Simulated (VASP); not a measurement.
# Be (C2/m) in VASP: notebook

The runs below take Be through single point, with PBEsol.

All numbers are computed with VASP 6.6.1; they aren't measurements. Logs are shortened: lines on timing, memory, paths and dates and some standing lists are left out, and cuts for length are marked.

**1. The cell of the first run**

The structure is monoclinic, space group C2/m (No. 12). Conventional cell: a = 3.983 Å, b = 2.300 Å, c = 3.601 Å, α = 90.00°, β = 90.00°, γ = 90.00°. Within 2.6 Å of Be (site symmetry m) lie 11 Be at 1.93 to 2.42 Å.

**2. Single point, PBEsol (atom 1 (Be) moved by (-0.300, -0.300) A along y and z)**

The input, INCAR:

```
SYSTEM = Be
PREC = Accurate
ENCUT = 520
EDIFF = 1E-6
ISMEAR = 0
SIGMA = 0.15
LREAL = .FALSE.
LASPH = .TRUE.
NELM = 80
ALGO = Fast
ISIF = 2
LWAVE = .FALSE.
LCHARG = .FALSE.
GGA = PS
NBANDS = 9
```

The input, KPOINTS:

```
Automatic mesh
0
G
  24 24 14
  0 0 0
```

The input, POSCAR:

```
Be
1.0
    2.2995019849      0.0000000000      0.0000000000
   -1.1497509925      1.9914271350      0.0000000000
    0.0000000000      0.0000000000      3.6009000000
Be
2
Direct
    0.2580104669      0.5160209339      0.1666874948
    0.6666666667      0.3333333333      0.7500000000
```

Potentials or basis: VASP PAW PBE potentials, release 64 (Be).

Started as:

```bash
$ cat potpaw_PBE.64/Be/POTCAR > POTCAR
$ mpirun -np 1 vasp_std > vasp.out
```

OUTCAR:

```text
SYSTEM = Be
   PREC = Accurate
   ENCUT = 520
   EDIFF = 1E-6
   ISMEAR = 0
   LREAL = .FALSE.
   LASPH = .TRUE.
   NELM = 80
   ISIF = 2
   GGA = PS

 ion  position               nearest neighbor table
   1  0.258  0.516  0.167-   2 1.93   2 1.93   2 2.21
   2  0.667  0.333  0.750-   1 1.93   1 1.93   1 2.21

  LATTYP: Found a hexagonal cell.
 ALAT       =     2.2995019849
 C/A-ratio  =     1.5659477677

  Lattice vectors:

 A1 = (   2.2995019849,   0.0000000000,   0.0000000000)
 A2 = (  -1.1497509925,   1.9914271350,   0.0000000000)
 A3 = (   0.0000000000,   0.0000000000,   3.6009000000)

Analysis of symmetry for initial positions (statically):
=====================================================================
 Subroutine PRICEL returns:
 Original cell was already a primitive cell.

 Routine SETGRP: Setting up the symmetry group for a
 hexagonal supercell.

 Subroutine GETGRP returns: Found  4 space group operations
 (whereof  2 operations were pure point group operations)
 out of a pool of 24 trial point group operations.

The static configuration has the point symmetry C_1h.
 The point group associated with its full space group is C_2h.

Analysis of symmetry for dynamics (positions and initial velocities):
=====================================================================
 Subroutine PRICEL returns:
 Original cell was already a primitive cell.

 Routine SETGRP: Setting up the symmetry group for a
 hexagonal supercell.

 Subroutine GETGRP returns: Found  4 space group operations
 (whereof  2 operations were pure point group operations)
 out of a pool of 24 trial point group operations.

The dynamic configuration has the point symmetry C_1h.
 The point group associated with its full space group is C_2h.

 Subroutine INISYM returns: Found  4 space group operations
 (whereof  2 operations are pure point group operations),
 and found     1 'primitive' translations

----------------------------------------------------------------------------------------

                                     Primitive cell

  volume of cell :      16.4896

  direct lattice vectors                    reciprocal lattice vectors
     2.299501985  0.000000000  0.000000000     0.434876772  0.251076221  0.000000000
    -1.149750993  1.991427135  0.000000000     0.000000000  0.502152443  0.000000000
     0.000000000  0.000000000  3.600900000     0.000000000  0.000000000  0.277708351

  length of vectors
     2.299501985  2.299501985  3.600900000     0.502152443  0.502152443  0.277708351

  position of ions in fractional coordinates (direct lattice)
     0.258010467  0.516020934  0.166687495
     0.666666667  0.333333333  0.750000000

  ion indices of the primitive-cell ions
   primitive index   ion index
                 1           1
                 2           2

----------------------------------------------------------------------------------------

 KPOINTS: Automatic mesh

Automatic generation of k-mesh.
 Grid dimensions read from file:
 generate k-points for:   24   24   14

 Generating k-lattice:

  Cartesian coordinates                     Fractional coordinates (reciprocal lattice)
     0.018119865  0.010461509  0.000000000     0.041666667  0.000000000  0.000000000
     0.000000000  0.020923018  0.000000000     0.000000000  0.041666667  0.000000000
     0.000000000  0.000000000  0.019836311     0.000000000  0.000000000  0.071428571

  Length of vectors
     0.020923018  0.020923018  0.019836311

  Shift w.r.t. Gamma in fractional coordinates (k-lattice)
     0.000000000  0.000000000  0.000000000

 Subroutine IBZKPT returns following result:
 ===========================================

 Found   2114 irreducible k-points:

 Following reciprocal coordinates:
            Coordinates               Weight
  0.000000  0.000000  0.000000      1.000000
  0.041667 -0.000000  0.000000      4.000000
  0.000000  0.041667  0.000000      2.000000
  0.083333 -0.000000  0.000000      4.000000
  0.000000  0.083333  0.000000      2.000000
  0.125000 -0.000000  0.000000      4.000000
[... 16 lines left out ...]
  0.000000  0.458333  0.000000      2.000000
  0.500000 -0.000000  0.000000      2.000000
 [... further k-points ...]
   k-points           NKPTS =   2114   k-points in BZ     NKDIM =   2114   number of bands    NBANDS=      9
   number of dos      NEDOS =    301   number of ions     NIONS =      2
   total plane-waves  NPLWV =   9072
   dimension x,y,z NGX =    18 NGY =   18 NGZ =   28
   dimension x,y,z NGXF=    36 NGYF=   36 NGZF=   56
   ions per type =               2
   NGX,Y,Z   is equivalent  to a cutoff of  13.01, 13.01, 12.93 a.u.
   NGXF,Y,Z  is equivalent  to a cutoff of  26.03, 26.03, 25.85 a.u.
 SYSTEM =  Be
   PREC   = accura    normal or accurate (medium, high low for compatibility)
   ISTART =      0    job   : 0-new  1-cont  2-samecut
   ICHARG =      2    charge: 1-file 2-atom 10-const
   ISPIN  =      1    spin polarized calculation?
   LNONCOLLINEAR =      F non collinear calculations
   LSORBIT =      F    spin-orbit coupling
   LASPH  =      T    aspherical Exc in radial PAW
   ENCUT  =  520.0 eV  38.22 Ry    6.18 a.u.   4.28  4.28  6.70*2*pi/ulx,y,z
   NELM   =     80;   NELMIN=  2; NELMDL= -5     # of ELM steps
   EDIFF  = 0.1E-05   stopping-criterion for ELM
   LREAL  =      F    real-space projection
   EDIFFG = 0.1E-04   stopping-criterion for IOM
   NSW    =      0    number of steps for IOM
   IBRION =     -1    ionic relax: 0-MD 1-quasi-New 2-CG
   NFREE  =      0    steps in history (QN), initial steepest desc. (CG)
   ISIF   =      2    stress and relaxation
   ISYM   =      2    0-nonsym 1-usesym 2-fastsym
   POTIM  = 0.5000    time-step for ionic-motion
   TEBEG  =    0.0;   TEEND  =   0.0 temperature during run
   PSTRESS=    0.0 pullay stress
   NELECT =       4.0000    total number of electrons
   NUPDOWN=      -1.0000    fix difference up-down
   EMIN   =  10.00;   EMAX   =-10.00  energy-range for DOS
   EFERMI =   0.00;   METHOD = LEGACY
   ISMEAR =     0;   SIGMA  =   0.15  broadening in eV -4-tet -1-fermi 0-gaus
   EFERMI_NEDOS =   21; number of points for ismear=-14 and -15
   IALGO  =     68    algorithm
   IMIX   =      4    mixing-type and parameters
     AMIX     =   0.40;   BMIX     =  1.00
     AMIX_MAG =   1.60;   BMIX_MAG =  1.00
  volume/ion in A,a.u.               =       8.24        55.64
  Fermi-wavevector in a.u.,A,eV,Ry     =   1.020998  1.929407 14.183227  1.042438
  Thomas-Fermi vector in A             =   2.154599
   LORBIT       =      0    0 simple, 1 ext, 2 COOP (PROOUT), +10 PAW based schemes
   GGA     = PS    functional components
   LHFCALC =     F    Hartree Fock is set to
   AEXX    =    0.0000 exact exchange contribution
   IVDW    =     0    specifies the selected vdW correction
   LEPSILON=     F    determine dielectric tensor
   LRPA    =     F    only Hartree local field effects (RPA)
 non-spin polarized calculation
 RMM-DIIS sequential band-by-band and
 Gauss-broadening in eV      SIGMA  =   0.15
  energy-cutoff  :      520.00
  volume of cell :       16.49
 maximum number of plane-waves:       470
 NGX is ok and might be reduce to    18
   NGX =  9   NGY =  9   NGZ = 13

 number of electron       4.0000000 magnetization

 Free energy of the ion-electron system (eV)
  ---------------------------------------------------
  ext. energy  EPLUGINS =         0.00000000
  ---------------------------------------------------
  free energy    TOTEN  =        -7.49180297 eV

  energy without entropy =       -7.48979657  energy(sigma->0) =       -7.49079977

 E-fermi :   6.5167     XC(G=0): -10.4291

 val. band max:        6.5152166452   @ k =   0.2500   0.1250   0.0000
 cond. band min:       6.5207711524   @ k =   0.3333   0.2917   0.0714
 fundamental gap:      0.0055545073
 Fermi energy:         6.5167274925

 k-point     1 :       0.0000    0.0000    0.0000
  band No.  band energies     occupation
      1      -4.5133      2.00000
      2       2.6283      2.00000
      3       7.3045      0.00000
      4      20.7347      0.00000
      5      23.1131      0.00000
      6      23.1742      0.00000
      7      26.4605      0.00000
      8      28.5945      0.00000
      9      32.0370      0.00000

 k-point     2 :       0.0417   -0.0000    0.0000
  band No.  band energies     occupation
      1      -4.4657      2.00000
      2       2.6913      2.00000
      3       7.3205      0.00000
      4      20.4662      0.00000
      5      22.4529      0.00000
      6      23.4360      0.00000
      7      26.5504      0.00000
      8      28.4599      0.00000
      9      30.8956      0.00000

 k-point     3 :       0.0000    0.0417    0.0000
  band No.  band energies     occupation
      1      -4.4653      2.00000
      2       2.6902      2.00000
      3       7.3295      0.00000
      4      20.5345      0.00000
      5      21.9802      0.00000
      6      23.8564      0.00000
      7      26.4948      0.00000
      8      28.5516      0.00000
      9      32.0035      0.00000

 k-point     4 :       0.0833   -0.0000    0.0000
  band No.  band energies     occupation
      1      -4.3226      2.00000
      2       2.8804      2.00000
      3       7.3659      0.00000
      4      19.7146      0.00000
      5      21.4474      0.00000
      6      23.4328      0.00000
      7      26.5970      0.00000
      8      28.0305      0.00000
      9      29.9422      0.00000
[... 205 lines left out ...]
 k-point    22 :       0.4583   -0.0000    0.0000
  band No.  band energies     occupation
      1       1.1686      2.00000
      2       3.5798      2.00000
      3       9.9834      0.00000
      4      12.6446      0.00000
      5      14.5780      0.00000
      6      15.8639      0.00000
      7      16.5365      0.00000
      8      21.0378      0.00000
      9      27.9525      0.00000

 k-point    23 :       0.0000    0.4583    0.0000
  band No.  band energies     occupation
      1       0.8190      2.00000
      2       4.8975      2.00000
      3       9.1687      0.00000
      4      11.5661      0.00000
      5      14.9042      0.00000
      6      15.2227      0.00000
      7      17.0800      0.00000
      8      23.4723      0.00000
      9      25.6264      0.00000

 k-point    24 :       0.5000   -0.0000    0.0000
  band No.  band energies     occupation
      1       1.8272      2.00000
      2       2.8707      2.00000
      3      10.7877      0.00000
      4      12.0596      0.00000
      5      14.4846      0.00000
      6      15.8516      0.00000
      7      16.0909      0.00000
      8      20.9968      0.00000
      9      27.9427      0.00000

 [... further k-points ...]
[... 5 lines left out ...]
  --------------------------------------------------------------------------------------
  -------------------------------------------------------------------------------------
  Total        0.8128141     -1.1711109      1.4162025      0.0000000      0.7186407     -0.0000000
  in kB       78.9755316   -113.7887501    137.6026084      0.0000000     69.8253535     -0.0000000
  external PRESSURE =      34.2631300 kB  Pullay stress =       0.0000000 kB

 VOLUME and BASIS-vectors are now :
 -----------------------------------------------------------------------------
  energy-cutoff  :      520.00
  volume of cell :       16.49
      direct lattice vectors                 reciprocal lattice vectors
     2.299501985  0.000000000  0.000000000     0.434876772  0.251076221  0.000000000
    -1.149750993  1.991427135  0.000000000     0.000000000  0.502152443  0.000000000
     0.000000000  0.000000000  3.600900000     0.000000000  0.000000000  0.277708351

 POSITION                                       TOTAL-FORCE (eV/Angst)
 -----------------------------------------------------------------------------------
     -0.00000      1.02762      0.60023        -0.000000      0.789166      2.633260
      1.14975      0.66381      2.70068         0.000000     -0.789166     -2.633260
 -----------------------------------------------------------------------------------
    total drift:                                0.000000      0.000000      0.000000

  FREE ENERGIE OF THE ION-ELECTRON SYSTEM (eV)
  ---------------------------------------------------
  free  energy   TOTEN  =        -7.4918029690 eV

  energy  without entropy=       -7.4897965704  energy(sigma->0) =       -7.49079977
```

It took 82 s on 1 thread of Intel Xeon 6975P-C (Granite Rapids), shared host; peak memory 0.36 GiB.

What came out:

```
Free energy            : -7.4918 eV
Pressure               : 3.4 GPa
Largest force          : 2.749 eV/Å
Band gap on the k mesh : zero (band 2 reaches 7.75 eV, above the bottom of band 3 at 5.54 eV)
```

Forces in eV/Å, atoms in the order of the input:
```
Be   0.000  0.789  2.633
Be   0.000 -0.789 -2.633
```

Stress tensor (GPa, compression positive):
```
  7.90   0.00   0.00
  0.00 -11.38   6.98
  0.00   6.98  13.76
```

Levels at points of the mesh, in eV from the Fermi level:
```
           k point  band 1  band 2  band 3  band 4  band 5  band 6  band 7
(0.00, 0.00, 0.00)  -11.03   -3.89    0.79   14.22   16.60   16.66   19.94
(0.50, 0.00, 0.00)   -4.69   -3.65    4.27    5.54    7.97    9.33    9.57
(0.00, 0.50, 0.00)   -5.36   -2.03    2.99    5.22    7.88    8.65   10.29
(0.00, 0.00, 0.50)   -9.43   -8.21    8.39   13.22   15.27   17.02   17.03
(0.50, 0.00, 0.50)   -4.01   -3.55    1.94    2.18   10.26   12.50   14.46
(0.00, 0.50, 0.50)   -3.92   -2.35    0.88    0.90    9.97   13.26   14.67
```

Caveat: the cell differs from its parent crystal (atom 1 (Be) moved by (-0.300, -0.300) A along y and z); the PAW data sets were made with another functional, which shifts forces and pressure a little.

**3. Single point, PBEsol (atom 1 (Be) moved by (+0.300, -0.300) A along y and z)**

The input, INCAR:

```
SYSTEM = Be
PREC     = Accurate       ! precision mode
ENCUT    = 520            ! plane-wave cutoff, eV
EDIFF    = 1E-6           ! SCF threshold, eV
ISMEAR   = 0              ! smearing method
SIGMA    = 0.15           ! smearing width, eV
LREAL    = .FALSE.        ! projectors in reciprocal space
LASPH    = .TRUE.         ! aspherical terms in the spheres
NELM     = 80             ! most SCF steps
ALGO     = Fast           ! electronic algorithm
ISIF     = 2              ! what is computed and relaxed
LWAVE    = .FALSE.        ! write WAVECAR
LCHARG   = .FALSE.        ! write CHGCAR
GGA      = PS             ! functional
NBANDS   = 9              ! bands
```

KPOINTS is that of step 2.

Edit POSCAR of step 2 so:

```diff
@@ -8,3 +8,3 @@
 Direct
-    0.2580104669      0.5160209339      0.1666874948
+    0.4086561997      0.8173123994      0.1666874948
     0.6666666667      0.3333333333      0.7500000000
```

Potentials or basis: VASP PAW PBE potentials, release 64 (Be).

Started as:

```bash
$ cat potpaw_PBE.64/Be/POTCAR > POTCAR
$ mpirun -np 1 vasp_std > vasp.out
```

Run time: 83 s. Hardware: 1 thread of Intel Xeon 6975P-C (Granite Rapids), shared host; peak memory 0.36 GiB.

The run converged. Its results:

```yaml
Free_energy: -7.3992 eV
Pressure: 4.3 GPa
Largest_force: 3.299 eV/Å
Band_gap_on_the_k_mesh: zero (band 2 reaches 7.63 eV, above the bottom of band 3 at 5.59 eV)
```

Forces on the atoms (eV/Å):
```
Be   0.000 -1.687  2.835
Be   0.000  1.687 -2.835
```

Stress tensor (GPa, compression positive):
```
-10.21   0.00   0.00
  0.00   5.25 -15.04
  0.00 -15.04  17.92
```

Levels at points of the mesh, in eV from the Fermi level:
| k point | band 1 | band 2 | band 3 | band 4 | band 5 | band 6 | band 7 |
| --- | --- | --- | --- | --- | --- | --- | --- |
| (0.00, 0.00, 0.00) | -11.02 | -3.91 | 0.81 | 14.58 | 16.39 | 16.66 | 19.25 |
| (0.50, 0.00, 0.00) | -5.19 | -2.57 | 3.23 | 6.11 | 7.16 | 9.19 | 10.19 |
| (0.00, 0.50, 0.00) | -4.34 | -4.08 | 4.69 | 5.02 | 8.83 | 8.96 | 9.00 |
| (0.00, 0.00, 0.50) | -9.41 | -8.20 | 8.31 | 13.21 | 15.60 | 16.88 | 17.04 |
| (0.50, 0.00, 0.50) | -3.98 | -2.84 | 1.26 | 1.48 | 10.12 | 12.68 | 14.62 |
| (0.00, 0.50, 0.50) | -3.93 | -3.75 | 2.17 | 2.25 | 10.17 | 13.29 | 14.38 |

Caveat: the cell differs from its parent crystal (atom 1 (Be) moved by (+0.300, -0.300) A along y and z); the PAW data sets were made with another functional, which shifts forces and pressure a little.
